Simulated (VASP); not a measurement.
# Ir (R-3m) in VASP: further runs, part 2 of 2

VASP 6.6.1. Earlier steps stand in the parts before.

### Step 4. Single point, r2SCAN

This run uses another cell than the first one, of the same volume but with other edges.

POSCAR reads:

```
Ir
1.0
    0.4685243847      2.1826379872      2.1826379872
    2.1826379872      0.4685243847      2.1826379872
    2.1826379872      2.1826379872      0.4685243847
Ir
1
Direct
    0.0000000000      0.0000000000      0.0000000000
```

INCAR.step1 reads:

```
SYSTEM = Ir
PREC = Accurate ; ENCUT = 520
ISMEAR = 0 ; SIGMA = 0.15
LREAL = .FALSE. ; LASPH = .TRUE.
NELM = 100 ; NBANDS = 10
GGA = PE ; ALGO = Normal
EDIFF = 1E-4 ; LWAVE = .TRUE.
LCHARG = .FALSE.
```

INCAR.step2 reads:

```
SYSTEM = Ir
PREC = Accurate ; ENCUT = 520
EDIFF = 1E-6 ; ISMEAR = 0
SIGMA = 0.15 ; LREAL = .FALSE.
LASPH = .TRUE. ; NELM = 100
ALGO = Normal ; ISIF = 2
LWAVE = .FALSE. ; LCHARG = .FALSE.
METAGGA = R2SCAN ; LMIXTAU = .TRUE.
NBANDS = 10 ; ISTART = 1
```

KPOINTS reads:

```
regular mesh
0
G
  30 30 30
  0 0 0
```

Potentials or basis: VASP PAW PBE potentials, release 64 (Ir).

Run with:

```
$ cat potpaw_PBE.64/Ir/POTCAR > POTCAR
$ cp INCAR.step1 INCAR
$ mpirun -np 1 vasp_std > vasp.out
$ cp INCAR.step2 INCAR
$ mpirun -np 1 vasp_std > vasp.out
```

OUTCAR:

```text
SYSTEM = Ir
   PREC = Accurate
   ENCUT = 520
   EDIFF = 1E-6
   ISMEAR = 0
   LREAL = .FALSE.
   LASPH = .TRUE.
   NELM = 100
   ISIF = 2
   METAGGA = R2SCAN
   ISTART = 1

 ion  position               nearest neighbor table
   1  0.000  0.000  0.000-

  LATTYP: Found a trigonal (rhomboedric) cell.
 ALAT       =     3.1220717906
 COS(alpha) =     0.6985651702

  Lattice vectors:

 A1 = (   0.4685243847,   2.1826379872,   2.1826379872)
 A2 = (   2.1826379872,   0.4685243847,   2.1826379872)
 A3 = (   2.1826379872,   2.1826379872,   0.4685243847)

Analysis of symmetry for initial positions (statically):
=====================================================================
 Subroutine PRICEL returns:
 Original cell was already a primitive cell.

 Routine SETGRP: Setting up the symmetry group for a
 trigonal (rhombohedral) supercell.

 Subroutine GETGRP returns: Found 12 space group operations
 (whereof 12 operations were pure point group operations)
 out of a pool of 12 trial point group operations.

The static configuration has the point symmetry D_3d.

Analysis of symmetry for dynamics (positions and initial velocities):
=====================================================================
 Subroutine PRICEL returns:
 Original cell was already a primitive cell.

 Routine SETGRP: Setting up the symmetry group for a
 trigonal (rhombohedral) supercell.

 Subroutine GETGRP returns: Found 12 space group operations
 (whereof 12 operations were pure point group operations)
 out of a pool of 12 trial point group operations.

The dynamic configuration has the point symmetry D_3d.

 Subroutine INISYM returns: Found 12 space group operations
 (whereof 12 operations are pure point group operations),
 and found     1 'primitive' translations

----------------------------------------------------------------------------------------

                                     Primitive cell

  volume of cell :      14.2026

  direct lattice vectors                    reciprocal lattice vectors
     0.468524385  2.182637987  2.182637987    -0.319969083  0.263422822  0.263422822
     2.182637987  0.468524385  2.182637987     0.263422822 -0.319969083  0.263422822
     2.182637987  2.182637987  0.468524385     0.263422822  0.263422822 -0.319969083

  length of vectors
     3.122071791  3.122071791  3.122071791     0.491083883  0.491083883  0.491083883

  position of ions in fractional coordinates (direct lattice)
     0.000000000  0.000000000  0.000000000

  ion indices of the primitive-cell ions
   primitive index   ion index
                 1           1

----------------------------------------------------------------------------------------

 KPOINTS: regular mesh

Automatic generation of k-mesh.
 Grid dimensions read from file:
 generate k-points for:   30   30   30

 Generating k-lattice:

  Cartesian coordinates                     Fractional coordinates (reciprocal lattice)
    -0.010665636  0.008780761  0.008780761     0.033333333  0.000000000 -0.000000000
     0.008780761 -0.010665636  0.008780761     0.000000000  0.033333333 -0.000000000
     0.008780761  0.008780761 -0.010665636     0.000000000  0.000000000  0.033333333

  Length of vectors
     0.016369463  0.016369463  0.016369463

  Shift w.r.t. Gamma in fractional coordinates (k-lattice)
     0.000000000  0.000000000  0.000000000

 Subroutine IBZKPT returns following result:
 ===========================================

 Found   2496 irreducible k-points:

 Following reciprocal coordinates:
            Coordinates               Weight
  0.000000  0.000000  0.000000      1.000000
  0.033333  0.000000  0.000000      6.000000
  0.066667 -0.000000 -0.000000      6.000000
  0.100000  0.000000  0.000000      6.000000
  0.133333  0.000000 -0.000000      6.000000
  0.166667 -0.000000 -0.000000      6.000000
[... 16 lines left out ...]
  0.233333  0.033333 -0.000000     12.000000
  0.266667  0.033333 -0.000000     12.000000
 [... further k-points ...]
   k-points           NKPTS =   2496   k-points in BZ     NKDIM =   2496   number of bands    NBANDS=     10
   number of dos      NEDOS =    301   number of ions     NIONS =      1
   total plane-waves  NPLWV =  13824
   dimension x,y,z NGX =    24 NGY =   24 NGZ =   24
   dimension x,y,z NGXF=    48 NGYF=   48 NGZF=   48
   ions per type =               1
   NGX,Y,Z   is equivalent  to a cutoff of  12.78, 12.78, 12.78 a.u.
   NGXF,Y,Z  is equivalent  to a cutoff of  25.56, 25.56, 25.56 a.u.
 SYSTEM =  Ir
   PREC   = accura    normal or accurate (medium, high low for compatibility)
   ISTART =      1    job   : 0-new  1-cont  2-samecut
   ICHARG =      0    charge: 1-file 2-atom 10-const
   ISPIN  =      1    spin polarized calculation?
   LNONCOLLINEAR =      F non collinear calculations
   LSORBIT =      F    spin-orbit coupling
   LASPH  =      T    aspherical Exc in radial PAW
   ENCUT  =  520.0 eV  38.22 Ry    6.18 a.u.   5.80  5.80  5.80*2*pi/ulx,y,z
   NELM   =    100;   NELMIN=  2; NELMDL=  0     # of ELM steps
   EDIFF  = 0.1E-05   stopping-criterion for ELM
   LREAL  =      F    real-space projection
   EDIFFG = 0.1E-04   stopping-criterion for IOM
   NSW    =      0    number of steps for IOM
   IBRION =     -1    ionic relax: 0-MD 1-quasi-New 2-CG
   NFREE  =      0    steps in history (QN), initial steepest desc. (CG)
   ISIF   =      2    stress and relaxation
   ISYM   =      2    0-nonsym 1-usesym 2-fastsym
   POTIM  = 0.5000    time-step for ionic-motion
   TEBEG  =    0.0;   TEEND  =   0.0 temperature during run
   PSTRESS=    0.0 pullay stress
   NELECT =       9.0000    total number of electrons
   NUPDOWN=      -1.0000    fix difference up-down
   EMIN   =  10.00;   EMAX   =-10.00  energy-range for DOS
   EFERMI =   0.00;   METHOD = LEGACY
   ISMEAR =     0;   SIGMA  =   0.15  broadening in eV -4-tet -1-fermi 0-gaus
   EFERMI_NEDOS =   21; number of points for ismear=-14 and -15
   IALGO  =     38    algorithm
   IMIX   =      4    mixing-type and parameters
     AMIX     =   0.40;   BMIX     =  1.00
     AMIX_MAG =   1.60;   BMIX_MAG =  1.00
  volume/ion in A,a.u.               =      14.20        95.84
  Fermi-wavevector in a.u.,A,eV,Ry     =   1.406154  2.657247 26.902397  1.977270
  Thomas-Fermi vector in A             =   2.528543
   LORBIT       =      0    0 simple, 1 ext, 2 COOP (PROOUT), +10 PAW based schemes
   METAGGA = R2SCAN    functional components
   LHFCALC =     F    Hartree Fock is set to
   AEXX    =    0.0000 exact exchange contribution
   IVDW    =     0    specifies the selected vdW correction
   LEPSILON=     F    determine dielectric tensor
   LRPA    =     F    only Hartree local field effects (RPA)
 non-spin polarized calculation
 Gauss-broadening in eV      SIGMA  =   0.15
  energy-cutoff  :      520.00
  volume of cell :       14.20
 maximum number of plane-waves:       396
   NGX = 11   NGY = 11   NGZ = 11

 number of electron       9.0000000 magnetization

 Free energy of the ion-electron system (eV)
  ---------------------------------------------------
  ext. energy  EPLUGINS =         0.00000000
  ---------------------------------------------------
  free energy    TOTEN  =       -50.78008518 eV

  energy without entropy =      -50.76491132  energy(sigma->0) =      -50.77249825

 E-fermi :   9.9791     XC(G=0): -15.0474

 val. band max:        9.9789972404   @ k =   0.5000   0.3333   0.1667
 cond. band min:       9.9793619666   @ k =  -0.4667   0.2667   0.2333
 fundamental gap:      0.0003647262
 Fermi energy:         9.9791456695

 k-point     1 :       0.0000    0.0000    0.0000
  band No.  band energies     occupation
      1      -1.4422      2.00000
      2       3.2954      2.00000
      3       6.0230      2.00000
      4       6.0230      2.00000
      5      10.6467      0.00000
      6      10.6467      0.00000
      7      20.9683      0.00000
      8      28.3346      0.00000
      9      34.3576      0.00000
     10      36.4355      0.00000
[... 287 lines left out ...]
 k-point    24 :       0.2667    0.0333   -0.0000
  band No.  band energies     occupation
      1       1.3659      2.00000
      2       4.2238      2.00000
      3       5.7136      2.00000
      4       7.5986      2.00000
      5       9.1969      2.00000
      6       9.5981      1.99967
      7      24.1068      0.00000
      8      29.0190      0.00000
      9      31.8212      0.00000
     10      34.1896      0.00000

 [... further k-points ...]

------------------------ aborting loop because EDIFF is reached ----------------------------------------

  FORCE on cell =-STRESS in cart. coord.  units (eV):
  Direction    XX          YY          ZZ          XY          YZ          ZX
  --------------------------------------------------------------------------------------
  -------------------------------------------------------------------------------------
  Total        6.1258565      6.1258565      6.1258565     -4.1339342     -4.1339342     -4.1339342
  in kB      691.0500331    691.0500331    691.0500331   -466.3438261   -466.3438261   -466.3438261
  external PRESSURE =     691.0500331 kB  Pullay stress =       0.0000000 kB

 VOLUME and BASIS-vectors are now :
 -----------------------------------------------------------------------------
  energy-cutoff  :      520.00
  volume of cell :       14.20
      direct lattice vectors                 reciprocal lattice vectors
     0.468524385  2.182637987  2.182637987    -0.319969083  0.263422822  0.263422822
     2.182637987  0.468524385  2.182637987     0.263422822 -0.319969083  0.263422822
     2.182637987  2.182637987  0.468524385     0.263422822  0.263422822 -0.319969083

 POSITION                                       TOTAL-FORCE (eV/Angst)
 -----------------------------------------------------------------------------------
      0.00000      0.00000      0.00000         0.000000     -0.000000     -0.000000
 -----------------------------------------------------------------------------------
    total drift:                               -0.000000     -0.000000     -0.000000

  FREE ENERGIE OF THE ION-ELECTRON SYSTEM (eV)
  ---------------------------------------------------
  free  energy   TOTEN  =       -50.7800851835 eV

  energy  without entropy=      -50.7649113163  energy(sigma->0) =      -50.77249825
```

OUTCAR.step1:

```text
SYSTEM = Ir
   PREC = Accurate
   ENCUT = 520
   ISMEAR = 0
   LREAL = .FALSE.
   LASPH = .TRUE.
   NELM = 100
[... 529 lines left out ...]
 -----------------------------------------------------------------------------------
      0.00000      0.00000      0.00000        -0.000000      0.000000      0.000000
 -----------------------------------------------------------------------------------
    total drift:                               -0.000000      0.000000     -0.000000

  FREE ENERGIE OF THE ION-ELECTRON SYSTEM (eV)
  ---------------------------------------------------
  free  energy   TOTEN  =        -7.2538109205 eV

  energy  without entropy=       -7.2381266180  energy(sigma->0) =       -7.24596877
```

OSZICAR.step1:

```text
N       E                     dE             d eps       ncg     rms          rms(c)
DAV:   1     0.502373100675E+02    0.50237E+02   -0.44007E+03 50322   0.819E+02
DAV:   2    -0.674718980747E+01   -0.56984E+02   -0.54743E+02 51108   0.201E+02
DAV:   3    -0.765135444593E+01   -0.90416E+00   -0.89988E+00 59978   0.306E+01
DAV:   4    -0.765953575468E+01   -0.81813E-02   -0.81795E-02 58898   0.267E+00
DAV:   5    -0.765969486149E+01   -0.15911E-03   -0.15910E-03 59938   0.350E-01    0.200E+01
DAV:   6    -0.734161775855E+01    0.31808E+00   -0.47112E-01 59186   0.823E+00    0.980E+00
DAV:   7    -0.725961781723E+01    0.82000E-01   -0.19131E-01 68136   0.478E+00    0.176E+00
DAV:   8    -0.725413586685E+01    0.54820E-02   -0.10694E-02 56008   0.142E+00    0.552E-01
DAV:   9    -0.725380882593E+01    0.32704E-03   -0.29919E-04 55352   0.195E-01    0.801E-02
DAV:  10    -0.725381092048E+01   -0.20946E-05   -0.12610E-05 27438   0.376E-02
   1 F= -.72538109E+01 E0= -.72459688E+01  d E =-.156843E-01
```

Wall time 20 min (1 thread of AMD EPYC 9R45 (Zen 5), shared host); peak memory 0.44 GiB.

Results:

* Free energy: -50.7801 eV
* Pressure: 69.1 GPa
* Band gap on the k mesh: zero (an odd number of electrons rules out a gap without spin polarisation)

Caveat: the cell stands under pressure; the PAW data sets were made with another functional, which shifts forces and pressure a little; spin-orbit coupling is left out, which moves the levels of the heavy elements.

### Step 5. Summary

| cell | gap on the mesh (eV) | pressure (GPa) |
| --- | --- | --- |
| a = 3.737 Å, angles 33.6°, 1 atom | none | 259.8 |
| a = 2.493 Å, angles 75.3°, 1 atom | none | 46.4 |
| a = 3.122 Å, angles 45.7°, 1 atom | none | 69.1 |

Alike in all rows: task single point; level r2SCAN; potentials or basis VASP PAW PBE potentials, release 64 (Ir); no spin polarisation; k mesh 30 × 30 × 30; cutoff (eV) 520; smearing gaussian 0.15 eV.

Caveats: the cell stands under pressure; the PAW data sets were made with another functional, which shifts forces and pressure a little; spin-orbit coupling is left out, which moves the levels of the heavy elements.

Total energies depend on the potentials used, so only differences within one code and one set of settings carry meaning.
